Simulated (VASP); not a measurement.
Set up this calculation in VASP 6.6.1, as the native input.

```yaml
Task: single point
Functional: PBE-based screened hybrid with 25 % exact exchange
Potentials_or_basis: VASP PAW PBE potentials, release 64 (Br, K_sv)
Cutoff: 520 eV
k_mesh: 4 × 4 × 4
Occupations: gaussian, width 0.1 eV
Spin: no spin polarisation
Dipole_correction: no
Grid_for_exact_exchange_PRECFOCK: Normal
Share_of_exact_exchange: 0.25
Further_INCAR_settings: ALGO = Normal; EDIFF = 1e-07; NBANDS = 15
Screening_parameter: 0.3 1/Å
```

Crystal: KBr.

```
Br K
1.0
     0.00000    3.27785    3.27785
     3.27785    0.00000    3.27785
     3.27785    3.27785    0.00000
Br K
1 1
Direct
  0.50000 0.50000 0.50000
  0.00000 0.00000 0.00000
```

The input as run:

POSCAR

```
KBr
1.0
    0.0000000000      3.2778516817      3.2778516817
    3.2778516817      0.0000000000      3.2778516817
    3.2778516817      3.2778516817      0.0000000000
Br K
1 1
Direct
    0.5000000000      0.5000000000      0.5000000000
    0.0000000000      0.0000000000      0.0000000000
```

INCAR.step1

```
SYSTEM = KBr
PREC     = Accurate       ! precision mode
ENCUT    = 520            ! plane-wave cutoff, eV
EDIFF    = 1E-5           ! SCF threshold, eV
ISMEAR   = 0              ! smearing method
SIGMA    = 0.1            ! smearing width, eV
LREAL    = .False.        ! projectors in reciprocal space
LASPH    = .True.         ! aspherical terms in the spheres
NELM     = 80             ! most SCF steps
ALGO     = Normal         ! electronic algorithm
ISIF     = 2              ! what is computed and relaxed
LWAVE    = .True.         ! write WAVECAR
GGA      = PE             ! functional
NBANDS   = 15             ! bands
```

INCAR.step2

```
SYSTEM = KBr
PREC     = Accurate       ! precision mode
ENCUT    = 520            ! plane-wave cutoff, eV
EDIFF    = 1E-7           ! SCF threshold, eV
ISMEAR   = 0              ! smearing method
SIGMA    = 0.1            ! smearing width, eV
LREAL    = .False.        ! projectors in reciprocal space
LASPH    = .True.         ! aspherical terms in the spheres
NELM     = 80             ! most SCF steps
ALGO     = Normal         ! electronic algorithm
ISIF     = 2              ! what is computed and relaxed
LWAVE    = .False.        ! write WAVECAR
LCHARG   = .True.         ! write CHGCAR
GGA      = PE             ! functional
LHFCALC  = .True.         ! exact exchange
AEXX     = 0.25           ! exact-exchange fraction
HFSCREEN = 0.3            ! screening, 1/A
PRECFOCK = Normal       
LELF     = .True.         ! ELF
LVHAR    = .True.       
ISTART   = 1            
NBANDS   = 15             ! bands
```

KPOINTS

```
regular mesh
0
Gamma
  4 4 4
  0 0 0
```

Potentials or basis: VASP PAW PBE potentials, release 64 (Br, K_sv).

Run with:

```bash
$ cat potpaw_PBE.64/Br/POTCAR potpaw_PBE.64/K_sv/POTCAR > POTCAR
$ cp INCAR.step1 INCAR
$ mpirun -np 1 vasp_std > vasp.out
$ cp INCAR.step2 INCAR
$ mpirun -np 1 vasp_std > vasp.out
```

It gave:

```json
{
  "Pressure": "0.8 GPa",
  "Band gap on the k mesh": "5.43 eV"
}
```

Caveat: the PAW data sets were made with another functional, which shifts forces and pressure a little.

Wall time 14 min on 1 thread of Intel Xeon 8259CL (shared host), peak memory 0.32 GiB.
